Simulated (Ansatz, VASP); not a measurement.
**Bi: VASP beside Ansatz**

```
Bi
1.0
    -1.99685    1.99685    1.99685
     1.99685   -1.99685    1.99685
     1.99685    1.99685   -1.99685
Bi
1
Cartesian
  0.0000 0.0000 0.0000
```

Alike in both runs: task relaxation of cell and atoms; functional revPBE; k mesh 11 × 11 × 11; occupations fermi-dirac, width 0.1 eV; no spin polarisation.

|  | VASP | Ansatz |
| --- | --- | --- |
| version | VASP 6.6.1 | Ansatz 0.2.0 |
| potentials or method | VASP PAW PBE potentials, release 64 (Bi_d), cutoff 600 eV | plane waves (420 eV) with PAW, scalar-relativistic |
| valence electrons in the cell | 15 | 15 |

```tsv
	VASP	Ansatz	Ansatz less VASP
relaxed volume (Å³/atom)	32.29	32.31	+0.026
relaxed cell length with the largest relative difference (Å)	3.474	3.475	+0.0009
```

VASP's potentials were made for PBE, not for revPBE.

Spin-orbit coupling is off throughout.
